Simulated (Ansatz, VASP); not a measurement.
**One calculation of Mg7CuO8, two programs**

Contents of INCAR:

```
SYSTEM = Mg7CuO8
PREC = Accurate
ENCUT = 520
EDIFF = 1E-6
ISMEAR = -1
SIGMA = 0.01
LREAL = Auto
LASPH = .TRUE.
NELM = 150
ALGO = Normal
ISIF = 2
LWAVE = .FALSE.
LCHARG = .FALSE.
ISPIN = 2
MAGMOM = 0 0 0 0 0 0 0 0.65 0 0 0 0 0 0 0 0
LORBIT = 11
LMAXMIX = 4
GGA = PE
NBANDS = 54
```

Contents of KPOINTS:

```
regular mesh
0
G
  2 2 2
  0 0 0
```

Contents of POSCAR:

```
Mg7CuO8
1.0
    0.0000000000      4.3554000000      4.3554000000
    4.3554000000      0.0000000000      4.3554000000
    4.3554000000      4.3554000000      0.0000000000
Mg Cu O
7 1 8
Direct
    0.0000000000      0.0000000000      0.0000000000
    0.0000000000      0.0000000000      0.5000000000
    0.0000000000      0.5000000000      0.0000000000
    0.0000000000      0.5000000000      0.5000000000
    0.5000000000      0.0000000000      0.5000000000
    0.5000000000      0.5000000000      0.0000000000
    0.5000000000      0.5000000000      0.5000000000
    0.5000000000      0.0000000000      0.0000000000
    0.2500000000      0.2500000000      0.2500000000
    0.2500000000      0.2500000000      0.7500000000
    0.2500000000      0.7500000000      0.2500000000
    0.2500000000      0.7500000000      0.7500000000
    0.7500000000      0.2500000000      0.2500000000
    0.7500000000      0.2500000000      0.7500000000
    0.7500000000      0.7500000000      0.2500000000
    0.7500000000      0.7500000000      0.7500000000
```

Input for Ansatz:

```yaml
crystal:
  lattice:
    - [0.0, 4.3554, 4.3554]
    - [4.3554, 0.0, 4.3554]
    - [4.3554, 4.3554, 0.0]
  atoms:
    - { symbol: Mg, position: [0.0, 0.0, 0.0] }
    - { symbol: Mg, position: [0.0, 0.0, 0.5] }
    - { symbol: Mg, position: [0.0, 0.5, 0.0] }
    - { symbol: Mg, position: [0.0, 0.5, 0.5] }
    - { symbol: Cu, position: [0.5, 0.0, 0.0], spin: 0.65 }
    - { symbol: Mg, position: [0.5, 0.0, 0.5] }
    - { symbol: Mg, position: [0.5, 0.5, 0.0] }
    - { symbol: Mg, position: [0.5, 0.5, 0.5] }
    - { symbol: O, position: [0.25, 0.25, 0.25] }
    - { symbol: O, position: [0.25, 0.25, 0.75] }
    - { symbol: O, position: [0.25, 0.75, 0.25] }
    - { symbol: O, position: [0.25, 0.75, 0.75] }
    - { symbol: O, position: [0.75, 0.25, 0.25] }
    - { symbol: O, position: [0.75, 0.25, 0.75] }
    - { symbol: O, position: [0.75, 0.75, 0.25] }
    - { symbol: O, position: [0.75, 0.75, 0.75] }
magnetization:
  spin_polarized: true
hamiltonian:
  xc: pbe
  pseudopotentials: { kind: paw }
basis:
  ecutwfc: 420
kpoints:
  mp_grid: { grid: [2, 2, 2] }
scf:
  occupations: { method: fermi_dirac, width: 0.01 }
  lower_state_search: "off"
output:
  forces: true
  stress: true
  write_density: true
  write_potential: true
  elf: true
  volumetric_format: npy
```

Change from the starting cell: moments + scaled by 0.65, plain SCF.

Alike in both runs: task single point; functional PBE; k mesh 2 × 2 × 2; occupations fermi-dirac, width 0.01 eV; collinear spin.

```csv
,VASP,Ansatz
version,VASP 6.6.1,Ansatz 0.2.0
potentials or method,"VASP PAW PBE potentials, release 64 (Mg, Cu, O), cutoff 520 eV","PAW, plane waves, scalar-relativistic"
valence electrons in the cell,73,137
```

|  | VASP | Ansatz | Ansatz less VASP |
| --- | --- | --- | --- |
| pressure (GPa) | -9.5 | -8.9 | +0.67 |
| rms of the force components (eV/Å) | 0.146 | 0.138 | -0.0087 |
| net moment per atom (μB) | 0.06 | 0.06 | 0.000 |
| size of the moment on the site where the two differ most (μB) | 0.59 | 0.60 | +0.013 |

Site moments also hang on the region over which each program counts them. The functional is the same, so the differences come from potentials, cutoffs and numerics. VASP's potentials hold 73 valence electrons a cell and Ansatz's 137, so a difference there can come from the potentials and not from the codes.

The k mesh is coarse, so the values compare programs but aren't converged.
